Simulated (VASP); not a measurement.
# TaSn11O24 (a cell with a defect) in VASP: single point with PBE

Aim: the single point of TaSn11O24 (a cell with a defect) with PBE.

Everything below comes from runs of VASP 6.6.1. Logs are shortened: lines on timing, memory, paths and dates and some standing lists are left out, and cuts for length are marked.

### Step 1. The cell of the first run

The cell holds a defect, 36 atoms: a = 6.701 Å, b = 6.701 Å, c = 9.559 Å, α = 90.00°, β = 90.00°, γ = 90.00°.

### Step 2. Single point, PBE

The input, INCAR:

```
PREC     = Accurate       # precision mode
ENCUT    = 520            # plane-wave cutoff, eV
EDIFF    = 1E-7           # SCF threshold, eV
ISMEAR   = -1             # smearing method
SIGMA    = 0.01           # smearing width, eV
LREAL    = Auto         
LASPH    = True           # aspherical terms in the spheres
NELM     = 60             # most SCF steps
ALGO     = Normal         # electronic algorithm
ISIF     = 2              # what is computed and relaxed
LWAVE    = False          # write WAVECAR
LCHARG   = True           # write CHGCAR
GGA      = PE             # functional
LELF     = True           # ELF
LVHAR    = True         
NBANDS   = 178            # bands
NELECT   = 308.0        
LUSENCCL = False
```

The input, KPOINTS:

```
regular mesh
0
Gamma
  4 4 3
```

The input, POSCAR:

```
TaSn11O24
1.0
    4.7380000000      4.7380000000      0.0000000000
   -4.7380000000      4.7380000000      0.0000000000
    0.0000000000      0.0000000000      9.5595000000
Ta Sn O
1 11 24
Direct
    0.0000000000      0.0000000000      0.0000000000
    0.0000000000      0.0000000000      0.3345198086
    0.0000000000      0.0000000000      0.6654801914
    0.5000000000      0.5000000000      0.0000000000
    0.5000000000      0.5000000000      0.3330624987
    0.5000000000      0.5000000000      0.6669375013
    0.5000000000      0.0000000000      0.1670762355
    0.5000000000      0.0000000000      0.5000000000
    0.5000000000      0.0000000000      0.8329237645
    0.0000000000      0.5000000000      0.1661589826
    0.0000000000      0.5000000000      0.5000000000
    0.0000000000      0.5000000000      0.8338410174
    0.2991279966      0.0000000000      0.0000000000
    0.3037114733      0.0000000000      0.3321218719
    0.3037114733      0.0000000000      0.6678781281
    0.8056872958      0.5000000000      0.0000000000
    0.8062133728      0.5000000000      0.3317681224
    0.8062133728      0.5000000000      0.6682318776
    0.5000000000      0.3041434806      0.1657217606
    0.5000000000      0.3050123251      0.5000000000
    0.5000000000      0.3041434806      0.8342782394
    0.0000000000      0.8097006536      0.1590995856
    0.0000000000      0.8049810054      0.5000000000
    0.0000000000      0.8097006536      0.8409004144
    0.7008720034      0.0000000000      0.0000000000
    0.6962885267      0.0000000000      0.3321218719
    0.6962885267      0.0000000000      0.6678781281
    0.1943127042      0.5000000000      0.0000000000
    0.1937866272      0.5000000000      0.3317681224
    0.1937866272      0.5000000000      0.6682318776
    0.5000000000      0.6958565194      0.1657217606
    0.5000000000      0.6949876749      0.5000000000
    0.5000000000      0.6958565194      0.8342782394
    0.0000000000      0.1902993464      0.1590995856
    0.0000000000      0.1950189946      0.5000000000
    0.0000000000      0.1902993464      0.8409004144
```

Potentials or basis: VASP PAW PBE potentials, release 64 (Ta_pv, Sn_d, O).

Command:

```
> cat potpaw_PBE.64/Ta_pv/POTCAR potpaw_PBE.64/Sn_d/POTCAR potpaw_PBE.64/O/POTCAR > POTCAR
> mpirun -np 1 vasp_std > vasp.out
```

OUTCAR:

```text
PREC = Accurate
   ENCUT = 520
   EDIFF = 1E-7
   ISMEAR = -1
   LREAL = Auto
   LASPH = True
   NELM = 60
   ISIF = 2
   GGA = PE
   NELECT = 308.0

 ion  position               nearest neighbor table
   1  0.000  0.000  0.000-  22 1.98  24 1.98  34 1.98  36 1.98  13 2.00  25 2.00   2 3.20   3 3.20

   2  0.000  0.000  0.335-  14 2.04  26 2.04  23 2.05  35 2.05  34 2.11  22 2.11   3 3.16   1 3.20
                             8 3.70  11 3.70  11 3.70   8 3.70   7 3.71   7 3.71  10 3.72  10 3.72
   3  0.000  0.000  0.665-  15 2.04  27 2.04  23 2.05  35 2.05  24 2.11  36 2.11   2 3.16   1 3.20
                             8 3.70  11 3.70  11 3.70   8 3.70   9 3.71   9 3.71  12 3.72  12 3.72
   4  0.500  0.500  0.000-  16 2.05  28 2.05  21 2.06  19 2.06  31 2.06  33 2.06   5 3.18   6 3.18
                            10 3.71  12 3.71  10 3.71  12 3.71   7 3.71   9 3.71   7 3.71   9 3.71
   5  0.500  0.500  0.333-  17 2.05  29 2.05  20 2.06  32 2.06  31 2.07  19 2.07   4 3.18   6 3.19
                             7 3.71   7 3.71  10 3.71  10 3.71   8 3.71   8 3.71  11 3.71  11 3.71
   6  0.500  0.500  0.667-  18 2.05  30 2.05  20 2.06  32 2.06  21 2.07  33 2.07   4 3.18   5 3.19
                             9 3.71   9 3.71  12 3.71  12 3.71   8 3.71  11 3.71  11 3.71   8 3.71
   7  0.500  0.000  0.167-  19 2.04  31 2.04  26 2.05  14 2.05  13 2.09  25 2.09   8 3.18   9 3.19
                             5 3.71   5 3.71   4 3.71   4 3.71   2 3.71   2 3.71
   8  0.500  0.000  0.500-  20 2.04  32 2.04  14 2.07  26 2.07  27 2.07  15 2.07   7 3.18   9 3.18
                             2 3.70   3 3.70   2 3.70   3 3.70   5 3.71   6 3.71   5 3.71   6 3.71
   9  0.500  0.000  0.833-  21 2.04  33 2.04  27 2.05  15 2.05  13 2.09  25 2.09   8 3.18   7 3.19
[... 29 lines left out ...]
  35  0.000  0.195  0.500-  11 2.04   3 2.05   2 2.05
  36  0.000  0.190  0.841-   1 1.98  12 2.08   3 2.11

  LATTYP: Found a simple tetragonal cell.
 ALAT       =     6.7005438585
 C/A-ratio  =     1.4266752374

  Lattice vectors:

 A1 = (   4.7380000000,   4.7380000000,   0.0000000000)
 A2 = (  -4.7380000000,   4.7380000000,   0.0000000000)
 A3 = (   0.0000000000,   0.0000000000,   9.5595000000)

Analysis of symmetry for initial positions (statically):
=====================================================================
 Subroutine PRICEL returns:
 Original cell was already a primitive cell.

 Routine SETGRP: Setting up the symmetry group for a
 simple tetragonal supercell.

 Subroutine GETGRP returns: Found  8 space group operations
 (whereof  8 operations were pure point group operations)
 out of a pool of 16 trial point group operations.

The static configuration has the point symmetry D_2h.

[... 181 lines left out ...]
   POTIM  = 0.5000    time-step for ionic-motion
   TEBEG  =    0.0;   TEEND  =   0.0 temperature during run
   PSTRESS=    0.0 pullay stress
   NELECT =     308.0000    total number of electrons
   NUPDOWN=      -1.0000    fix difference up-down
   EMIN   =  10.00;   EMAX   =-10.00  energy-range for DOS
   EFERMI =   0.00;   METHOD = LEGACY
   ISMEAR =    -1;   SIGMA  =   0.01  broadening in eV -4-tet -1-fermi 0-gaus
   EFERMI_NEDOS =   21; number of points for ismear=-14 and -15
   IALGO  =     38    algorithm
   IMIX   =      4    mixing-type and parameters
     AMIX     =   0.40;   BMIX     =  1.00
     AMIX_MAG =   1.60;   BMIX_MAG =  1.00
  volume/ion in A,a.u.               =      11.92        80.45
  Fermi-wavevector in a.u.,A,eV,Ry     =   1.465683  2.769739 29.228388  2.148226
  Thomas-Fermi vector in A             =   2.581510
   LORBIT       =      0    0 simple, 1 ext, 2 COOP (PROOUT), +10 PAW based schemes
   GGA     = PE    functional components
   LHFCALC =     F    Hartree Fock is set to
   AEXX    =    0.0000 exact exchange contribution
   IVDW    =     0    specifies the selected vdW correction
   LEPSILON=     F    determine dielectric tensor
   LRPA    =     F    only Hartree local field effects (RPA)
 non-spin polarized calculation
  energy-cutoff  :      520.00
  volume of cell :      429.20
 maximum number of plane-waves:     11585
 NGX is ok and might be reduce to    50
   NGX = 25   NGY = 25   NGZ = 35

 number of electron     308.0000076 magnetization

 Free energy of the ion-electron system (eV)
  ---------------------------------------------------
  ext. energy  EPLUGINS =         0.00000000
  ---------------------------------------------------
  free energy    TOTEN  =      -242.53867453 eV

  energy without entropy =     -242.53867453  energy(sigma->0) =     -242.53867453

 E-fermi :   6.1373     XC(G=0): -11.2364

 val. band max:        5.8451387368   @ k =   0.0000   0.0000   0.0000
 cond. band min:       7.3297896989   @ k =   0.0000   0.0000   0.0000
 fundamental gap:      1.4846509622
 Fermi energy:         6.1373164811

 k-point     1 :       0.0000    0.0000    0.0000
  band No.  band energies     occupation
      1     -28.9121      2.00000
      2     -28.8589      2.00000
      3     -28.7418      2.00000
      4     -15.1734      2.00000
      5     -14.9481      2.00000
      6     -14.9164      2.00000
[... 3031 lines left out ...]
    165      11.7061      0.00000
    166      12.0542      0.00000
 [bands above 166 left out]

------------------------ aborting loop because EDIFF is reached ----------------------------------------

  FORCE on cell =-STRESS in cart. coord.  units (eV):
  Direction    XX          YY          ZZ          XY          YZ          ZX
  --------------------------------------------------------------------------------------
  -------------------------------------------------------------------------------------
  Total       12.9839189     12.9839189     19.1044130     -1.9404107      0.0000000      0.0000000
  in kB       48.4686686     48.4686686     71.3163315     -7.2435082      0.0000000      0.0000000
  external PRESSURE =      56.0845562 kB  Pullay stress =       0.0000000 kB

 VOLUME and BASIS-vectors are now :
 -----------------------------------------------------------------------------
  energy-cutoff  :      520.00
  volume of cell :      429.20
      direct lattice vectors                 reciprocal lattice vectors
     4.738000000  4.738000000  0.000000000     0.105529759  0.105529759 -0.000000000
    -4.738000000  4.738000000  0.000000000    -0.105529759  0.105529759  0.000000000
     0.000000000  0.000000000  9.559500000     0.000000000 -0.000000000  0.104607982

 POSITION                                       TOTAL-FORCE (eV/Angst)
 -----------------------------------------------------------------------------------
      0.00000      0.00000      0.00000         0.000000     -0.000000      0.000000
      0.00000      0.00000      3.19784         0.000000     -0.000000     -0.009031
      0.00000      0.00000      6.36166         0.000000     -0.000000      0.009031
      0.00000      4.73800      0.00000         0.000000      0.000000      0.000000
      0.00000      4.73800      3.18391        -0.000000      0.000000      0.003339
      0.00000      4.73800      6.37559         0.000000      0.000000     -0.003339
[... 28 lines left out ...]
     -0.92400      0.92400      4.77975        -0.022967      0.022967     -0.000000
     -0.90164      0.90164      8.03859        -0.016159      0.016159     -0.017314
 -----------------------------------------------------------------------------------
    total drift:                               -0.000000      0.000000      0.000000

  FREE ENERGIE OF THE ION-ELECTRON SYSTEM (eV)
  ---------------------------------------------------
  free  energy   TOTEN  =      -242.5386745330 eV

  energy  without entropy=     -242.5386745330  energy(sigma->0) =     -242.53867453
```

OSZICAR:

```text
N       E                     dE             d eps       ncg     rms          rms(c)
DAV:   1     0.636436363064E+04    0.63644E+04   -0.12620E+05  6824   0.271E+03
[... 11 lines left out ...]
DAV:  13    -0.242538675378E+03   -0.70259E-04   -0.29738E-04  9352   0.705E-02    0.252E-02
DAV:  14    -0.242538678307E+03   -0.29289E-05   -0.47117E-05  7888   0.302E-02    0.145E-02
DAV:  15    -0.242538676181E+03    0.21264E-05   -0.26236E-05  9320   0.208E-02    0.524E-03
DAV:  16    -0.242538674902E+03    0.12786E-05   -0.37053E-06  8888   0.855E-03    0.203E-03
DAV:  17    -0.242538674652E+03    0.25019E-06   -0.11694E-06  7328   0.402E-03    0.195E-03
DAV:  18    -0.242538674512E+03    0.14038E-06   -0.23981E-07  4984   0.214E-03    0.962E-04
DAV:  19    -0.242538674533E+03   -0.21340E-07   -0.12963E-07  4096   0.183E-03
   1 F= -.24253867E+03 E0= -.24253867E+03  d E =-.257488E-14
```

Run time: 5.2 min. Hardware: 1 × NVIDIA H100 80GB with 1 thread of AMD EPYC 7R13 (Zen 3), shared host; peak memory 2 GiB.

What came out:

| Item | Value |
| --- | --- |
| Free energy | -242.5387 eV |
| Largest force | 0.032 eV/Å |

Forces on the atoms (eV/Å):
```
Ta   0.000  0.000  0.000
Sn   0.000  0.000 -0.009
Sn   0.000  0.000  0.009
Sn   0.000  0.000  0.000
Sn   0.000  0.000  0.003
Sn   0.000  0.000 -0.003
Sn   0.000  0.000 -0.019
Sn   0.000  0.000  0.000
Sn   0.000  0.000  0.019
Sn   0.000  0.000  0.007
Sn   0.000  0.000  0.000
Sn   0.000  0.000 -0.007
O    0.013  0.013  0.000
O   -0.012 -0.012 -0.005
O   -0.012 -0.012  0.005
O   -0.015 -0.015  0.000
O   -0.015 -0.015 -0.002
O   -0.015 -0.015  0.002
O    0.009 -0.009  0.001
O    0.014 -0.014  0.000
O    0.009 -0.009 -0.001
O    0.016 -0.016  0.017
O    0.023 -0.023  0.000
O    0.016 -0.016 -0.017
O   -0.013 -0.013  0.000
O    0.012  0.012 -0.005
O    0.012  0.012  0.005
O    0.015  0.015  0.000
O    0.015  0.015 -0.002
O    0.015  0.015  0.002
O   -0.009  0.009  0.001
O   -0.014  0.014  0.000
O   -0.009  0.009 -0.001
O   -0.016  0.016  0.017
O   -0.023  0.023  0.000
O   -0.016  0.016 -0.017
```

Levels at points of the mesh, in eV from the Fermi level:
```
           k point  band 152  band 153  band 154  band 155  band 156  band 157
(0.00, 0.00, 0.00)     -1.04     -1.02     -0.29      1.19      2.42      3.89
(0.50, 0.00, 0.00)     -0.93     -0.88     -0.67      2.56      3.08      3.17
(0.00, 0.50, 0.00)     -0.92     -0.80     -0.69      2.30      3.05      3.76
(0.50, 0.50, 0.00)     -0.93     -0.92     -0.91      2.71      3.46      3.56
```

Caveat: the cell carries a net charge on a neutralising background, which shifts energy and pressure; the cell is charged against a uniform background, so pressure and absolute levels hang on convention; spin-orbit coupling is left out, which moves the levels of the heavy elements.
